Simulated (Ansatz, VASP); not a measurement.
**CsMg2Br2: VASP beside Ansatz**

Contents of INCAR:

```
  PREC = Accurate
  ENCUT = 600
  EDIFF = 1E-7
  ISMEAR = 0
  SIGMA = 0.1
  LREAL = False
  LASPH = True
  NELM = 100
  ALGO = Normal
  ISIF = 3
  LWAVE = False
  LCHARG = False
  GGA = PE
  IBRION = 2
  NSW = 90
  EDIFFG = -0.04
```

The input KPOINTS:

```
Automatic mesh
0
Gamma
  3 3 4
```

POSCAR

```
CsMg2Br2
1.0
    5.9343773400      0.0000000000      0.0000000000
   -2.9671886700      5.1393215400      0.0000000000
    0.0000000000      0.0000000000      5.2210592400
Cs Mg Br
1 2 2
Direct
    0.0000000000      0.0000000000      0.5000000000
    0.3333333300      0.6666666700      0.5000000000
    0.6666666700      0.3333333300      0.5000000000
    0.3333333300      0.6666666700      0.0000000000
    0.6666666700      0.3333333300      0.0000000000
```

Input for Ansatz:

```yaml
crystal:
  lattice:
    - [5.93437734, 0.0, 0.0]
    - [-2.96718867, 5.13932154, 0.0]
    - [0.0, 0.0, 5.22105924]
  atoms:
    - { symbol: Cs, position: [0.0, 0.0, 0.5] }
    - { symbol: Mg, position: [0.33333333, 0.66666667, 0.5] }
    - { symbol: Mg, position: [0.66666667, 0.33333333, 0.5] }
    - { symbol: Br, position: [0.33333333, 0.66666667, 0.0] }
    - { symbol: Br, position: [0.66666667, 0.33333333, 0.0] }
basis:
  ecutwfc: 420
kpoints:
  mp_grid: { grid: [3, 3, 4] }
hamiltonian:
  xc: pbe
scf:
  occupations: { method: gaussian, width: 0.1 }
  lower_state_search: "off"
output:
  forces: true
  stress: true
  eigenvalues: true
relax:
  adjacent_minimum: "off"
  f_tol: 0.04
  max_steps: 70
  cell: { stress_tol: 0.4 }
```

Alike in both runs: task relaxation of cell and atoms; functional PBE; k mesh 3 × 3 × 4; occupations gaussian, width 0.1 eV; no spin polarisation.

|  | VASP | Ansatz |
| --- | --- | --- |
| version | VASP 6.6.1 | Ansatz 0.2.0 |
| potentials or method | VASP PAW PBE potentials, release 64 (Cs_sv, Mg, Br), cutoff 600 eV | scalar-relativistic, plane waves, PAW |
| valence electrons in the cell | 27 | 43 |

|  | VASP | Ansatz | Ansatz less VASP |
| --- | --- | --- | --- |
| gap on the k mesh at the Fermi level, each at its own relaxed structure (eV) | none | none | - |
| relaxed volume (Å³/atom) | 44.01 | 44.10 | +0.086 |
| relaxed cell length with the largest relative difference (Å) | 5.402 | 5.413 | +0.0113 |

A gap of «none» marks a metal or a gap that the smearing closes. VASP's potentials hold 27 valence electrons a cell and Ansatz's 43, so a difference there can come from the potentials and not from the codes.

The k mesh is coarse, so the values compare programs but aren't converged. Spin-orbit coupling is off throughout. Noted on VASP's run: the volume moved by over 15 % at a fixed basis, so the end points are rough.
